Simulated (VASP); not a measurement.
Runs of VASP 6.6.1 on HfH5. The structure is that of space group P6/mmm (No. 191), or close to it. The cells are those of the table. The cell was built from a structure type or drawn by symmetry, and may not be a known phase.

| task | cell | k mesh | cutoff (eV) | gap on the mesh (eV) | pressure (GPa) | relaxed volume (Å³/atom) |
| --- | --- | --- | --- | --- | --- | --- |
| single point | a = 3.523, b = 3.523, c = 3.164 Å, angles 90.0, 90.0, 120.0°, 6 atoms | 6 × 6 × 6 | 520 | none | -1.1 | - |
| relaxation of cell and atoms | relaxed from a = 3.523, b = 3.523, c = 3.164 Å, angles 90.0, 90.0, 120.0°, 6 atoms | 12 × 12 × 12 | 600 | none | 0.0 | (b) |
| single point | a = 3.544, b = 3.544, c = 3.116 Å, angles 90.0, 90.0, 120.0°, 6 atoms | 12 × 12 × 12 | 520 | none | -0.9 | - |
| single point | a = 4.436, b = 4.436, c = 3.542 Å, angles 90.0, 90.0, 120.0°, 6 atoms | 6 × 6 × 6 | 520 | none | -28.7 | - |
| relaxation of cell and atoms | relaxed from a = 4.436, b = 4.436, c = 3.542 Å, angles 90.0, 90.0, 120.0°, 6 atoms | 6 × 6 × 6 | 600 | none | -0.5 | (a) |

Alike in all rows: level PBE; potentials or basis VASP PAW PBE potentials, release 64 (Hf_pv, H); no spin polarisation; smearing gaussian 0.1 eV.

Fill in the values left out.

(a) 5.65; (b) 5.62.

Caveats: spin-orbit coupling is left out, which moves the levels of the heavy elements; the cell stands under tension (at least some runs); the volume moved by over 15 % at a fixed basis, so the end points are rough (at least some runs).

A k mesh can miss the band edges, and the runs leave out spin-orbit coupling on Hf.

A gap of «none» marks levels without a gap at the run's occupations.
